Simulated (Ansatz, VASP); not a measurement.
One calculation of YN, two programs

INCAR

```
PREC     = Accurate       # precision mode
ENCUT    = 600            # plane-wave cutoff, eV
EDIFF    = 1E-6           # SCF threshold, eV
ISMEAR   = 0              # smearing method
SIGMA    = 0.1            # smearing width, eV
LREAL    = False          # projectors in reciprocal space
LASPH    = True           # aspherical terms in the spheres
NELM     = 120            # most SCF steps
ALGO     = Normal         # electronic algorithm
ISIF     = 2              # what is computed and relaxed
LWAVE    = False          # write WAVECAR
LCHARG   = False          # write CHGCAR
GGA      = PE             # functional
NBANDS   = 15             # bands
GGA_COMPAT= False
```

Contents of KPOINTS:

```
Automatic mesh
0
Gamma
  6 6 6
```

The input POSCAR:

```
YN
1.0
    0.0000000000      2.4450000000      2.4450000000
    2.4450000000      0.0000000000      2.4450000000
    2.4450000000      2.4450000000      0.0000000000
Y N
1 1
Direct
    0.0000000000      0.0000000000      0.0000000000
    0.5000000000      0.5000000000      0.5000000000
```

Input for Ansatz:

```yaml
crystal:
  lattice:
    - [0.0, 2.445, 2.445]
    - [2.445, 0.0, 2.445]
    - [2.445, 2.445, 0.0]
  atoms:
    - { symbol: "Y", position: [0.0, 0.0, 0.0] }
    - { symbol: "N", position: [0.5, 0.5, 0.5] }
basis:
  ecutwfc: 420
kpoints:
  mp_grid: { grid: [6, 6, 6] }
hamiltonian:
  xc: pbe
  pseudopotentials: { kind: paw, azcp: { folder: soft_1 } }
scf:
  occupations: { method: gaussian, width: 0.1 }
output:
  forces: true
  stress: true
  eigenvalues: true
```

Alike in both runs: task single point; functional PBE; k mesh 6 × 6 × 6; occupations gaussian, width 0.1 eV; no spin polarisation.

|  | VASP | Ansatz |
| --- | --- | --- |
| version | VASP 6.6.1 | Ansatz 0.2.0 |
| potentials or method | VASP PAW PBE potentials, release 64 (Y_sv, N), cutoff 600 eV | scalar-relativistic, plane waves, PAW |
| valence electrons in the cell | 16 | 16 |

VASP gave:

| Quantity | Value |
| --- | --- |
| gap on the k mesh at the Fermi level (eV) | 0.18 |
| least direct gap on the mesh (eV) | 0.57 |
| pressure (GPa) | 1.5 |

Q: Which values does Ansatz return?

A: gap on the k mesh at the Fermi level (eV): 0.18; least direct gap on the mesh (eV): 0.57; pressure (GPa): 1.7.

The functional is the same, so the differences come from potentials, cutoffs and numerics.
